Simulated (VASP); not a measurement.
Set up this calculation in VASP 6.6.1, as the native input.

| Property | Result |
| --- | --- |
| Task | single point |
| Functional | PBE |
| Potentials or basis | VASP PAW PBE potentials, release 64 (Na_pv, Te, P) |
| Cutoff | 520 eV |
| k mesh | 4 × 4 × 2 |
| Occupations | gaussian, width 0.1 eV |
| Spin | no spin polarisation |
| Dipole correction | no |
| Further INCAR settings | ALGO = Normal; EDIFF = 1e-07; NBANDS = 39 |

The structure of Na6TeP2 lies in POSCAR:

```
Na6TeP2
1.0
    5.9119236579      0.0000000000      0.0000000000
    0.0000000000      5.9119236579      0.0000000000
    0.0000000000      0.0000000000      7.5463099185
Na Te P
6 1 2
Direct
    0.0000000000      0.5000000000      0.1961543300
    0.5000000000      0.0000000000      0.1961543300
    0.0000000000      0.5000000000      0.8038456700
    0.5000000000      0.0000000000      0.8038456700
    0.5000000000      0.5000000000      0.5000000000
    0.0000000000      0.0000000000      0.5000000000
    0.0000000000      0.0000000000      0.0000000000
    0.5000000000      0.5000000000      0.1374678771
    0.5000000000      0.5000000000      0.8625321229
```

The cell was built from a structure type or drawn by symmetry, and may not be a known phase.

These files were run (other wordings do the same):

INCAR

```
SYSTEM = Na6TeP2
PREC = Accurate ; ENCUT = 520
EDIFF = 1E-7 ; ISMEAR = 0
SIGMA = 0.1 ; LREAL = .False.
LASPH = .True. ; NELM = 100
ALGO = Normal ; ISIF = 2
LWAVE = .False. ; LCHARG = .False.
GGA = PE ; NBANDS = 39
```

KPOINTS

```
Automatic mesh
0
Gamma
  4 4 2
  0 0 0
```

Potentials or basis: VASP PAW PBE potentials, release 64 (Na_pv, Te, P).

Command:

```bash
$ cat potpaw_PBE.64/Na_pv/POTCAR potpaw_PBE.64/Te/POTCAR potpaw_PBE.64/P/POTCAR > POTCAR
$ mpirun -np 1 vasp_std > vasp.out
```

Results of the run:

```
Pressure               : 0.0 GPa
Largest force          : 0.096 eV/Å
Band gap on the k mesh : zero (bands 29 and 30 overlap by 0.30 eV)
```

Caveat: the k points lie up to 0.42 Å⁻¹ apart; spin-orbit coupling is left out, which moves the levels of the heavy elements.

Run time: 95 s on 1 thread of Intel(R) Xeon(R) 6975P-C (Granite Rapids), with other jobs on the host, peak memory 0.38 GiB.
